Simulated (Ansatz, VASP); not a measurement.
**GaSb3: VASP beside Ansatz**

INCAR

```
SYSTEM = GaSb3
ALGO     = Normal         ! electronic algorithm
EDIFF    = 1E-6           ! SCF threshold, eV
ENCUT    = 520            ! plane-wave cutoff, eV
GGA      = CA             ! functional
ISIF     = 2              ! what is computed and relaxed
ISMEAR   = 0              ! smearing method
LASPH    = .True.         ! aspherical terms in the spheres
LCHARG   = .False.        ! write CHGCAR
LREAL    = .False.        ! projectors in reciprocal space
LWAVE    = .False.        ! write WAVECAR
NBANDS   = 22             ! bands
NELM     = 60             ! most SCF steps
PREC     = Accurate       ! precision mode
SIGMA    = 0.15           ! smearing width, eV
```

Contents of KPOINTS:

```
k-points
0
Gamma
  10 10 10
  0 0 0
```

File POSCAR:

```
GaSb3
1.0
    0.0000000000      3.5580453875      3.7533820793
    3.5580453875      0.0000000000      3.7533820793
    3.5580453875      3.5580453875      0.0000000000
Ga Sb
1 3
Direct
    0.0000000000      0.0000000000      0.0000000000
    0.2500000000      0.2500000000      0.2500000000
    0.7500000000      0.7500000000      0.7500000000
    0.5000000000      0.5000000000      0.5000000000
```

Input for Ansatz:

```yaml
crystal:
  lattice:
    - [0.0, 3.5580453875, 3.7533820793]
    - [3.5580453875, 0.0, 3.7533820793]
    - [3.5580453875, 3.5580453875, 0.0]
  atoms:
    - { symbol: Ga, position: [0.0, 0.0, 0.0] }
    - { symbol: Sb, position: [0.25, 0.25, 0.25] }
    - { symbol: Sb, position: [0.75, 0.75, 0.75] }
    - { symbol: Sb, position: [0.5, 0.5, 0.5] }
basis:
  ecutwfc: 420
kpoints:
  mp_grid: { grid: [10, 10, 10] }
hamiltonian:
  xc: lda
  pseudopotentials: { kind: paw, azcp: { folder: soft_1 } }
scf:
  occupations: { method: gaussian, width: 0.15 }
output:
  forces: true
  stress: true
  eigenvalues: true
```

Alike in both runs: task single point; functional LDA; k mesh 10 × 10 × 10; occupations gaussian, width 0.15 eV; no spin polarisation.

```csv
,VASP,Ansatz
version,VASP 6.6.1,Ansatz 0.2.0
potentials or method,"VASP PAW LDA potentials, release 64 (Ga_d, Sb), cutoff 520 eV","scalar-relativistic, plane waves, PAW"
valence electrons in the cell,28,58
```

|  | VASP | Ansatz | Ansatz less VASP |
| --- | --- | --- | --- |
| gap on the k mesh at the Fermi level (eV) | none | none | - |
| pressure (GPa) | 0.3 | 0.2 | -0.12 |
| traceless stress, the component that is largest in VASP (GPa) | -1.35 | -1.32 | +0.024 |

Ansatz warns that its potentials were made for another functional, while VASP's fit it. LDA's correlation is that of Perdew and Zunger in VASP and of Perdew and Wang (1992) in Ansatz. A gap of «none» marks a metal or a gap that the smearing closes. VASP's potentials hold 28 valence electrons a cell and Ansatz's 58, so a difference there can come from the potentials and not from the codes.

Neither program's run includes spin-orbit coupling.
